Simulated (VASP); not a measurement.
Wanted: the native input for a VASP 6.6.1 run.

```
Task                   : single point
Functional             : r2SCAN
Potentials or basis    : VASP PAW PBE potentials, release 64 (K_sv, Ta_pv, O)
Cutoff                 : 520 eV
k mesh                 : 6 × 6 × 6
Occupations            : gaussian, width 0.05 eV
Spin                   : no spin polarisation
Dipole correction      : no
Further INCAR settings : ALGO = Normal; EDIFF = 1e-07; NBANDS = 27
```

The system is KTaO3.

```xyz
5
Lattice="3.8886 0.0000 0.0000 0.0000 3.8886 0.0000 0.0000 0.0000 3.7889" Properties=species:S:1:pos:R:3 pbc="T T T"
K     1.9443    1.9443    1.8944
Ta    0.0000    0.0000    0.0000
O     1.9443    0.0000    0.0000
O     0.0000    1.9443    0.0000
O     0.0000    0.0000    1.8944
```

This cell differs from its parent crystal: strain -0.025 along x and y, -0.050 along z.

The input as run:

POSCAR

```
KTaO3
1.0
    3.8885925000      0.0000000000      0.0000000000
    0.0000000000      3.8885925000      0.0000000000
    0.0000000000      0.0000000000      3.7888850000
K Ta O
1 1 3
Direct
    0.5000000000      0.5000000000      0.5000000000
    0.0000000000      0.0000000000      0.0000000000
    0.5000000000      0.0000000000      0.0000000000
    0.0000000000      0.5000000000      0.0000000000
    0.0000000000      0.0000000000      0.5000000000
```

INCAR.step1

```
ALGO = Normal ; EDIFF = 1E-4
ENCUT = 520 ; GGA = PE
ISMEAR = 0 ; LASPH = T
LCHARG = F ; LREAL = F
LWAVE = T ; NBANDS = 27
NELM = 60 ; PREC = Accurate
SIGMA = 0.05
```

INCAR.step2

```
ALGO = Normal ; EDIFF = 1E-7
ENCUT = 520 ; ISIF = 2
ISMEAR = 0 ; ISTART = 1
LASPH = T ; LCHARG = F
LMIXTAU = T ; LREAL = F
LWAVE = F ; METAGGA = R2SCAN
NBANDS = 27 ; NELM = 60
PREC = Accurate ; SIGMA = 0.05
```

KPOINTS

```
k-points
0
Gamma
  6 6 6
```

Potentials or basis: VASP PAW PBE potentials, release 64 (K_sv, Ta_pv, O).

Launch:

```bash
$ cat potpaw_PBE.64/K_sv/POTCAR potpaw_PBE.64/Ta_pv/POTCAR potpaw_PBE.64/O/POTCAR > POTCAR
$ cp INCAR.step1 INCAR
$ mpirun -np 1 vasp_std > vasp.out
$ cp INCAR.step2 INCAR
$ mpirun -np 1 vasp_std > vasp.out
```

Results of the run:

* Pressure: 29.0 GPa
* Band gap on the k mesh: 2.79 eV (least direct gap 3.35 eV)

Caveat: the cell differs from its parent crystal (strain -0.025 along x and y, -0.050 along z); the stress differs along the axes, from 24 to 39 GPa; the PAW data sets were made with another functional, which shifts forces and pressure a little; spin-orbit coupling is left out, which moves the levels of the heavy elements.

It took 98 s on 1 thread of Intel(R) Xeon(R) 6975P-C (Granite Rapids), with other jobs on the host, peak memory 0.21 GiB.
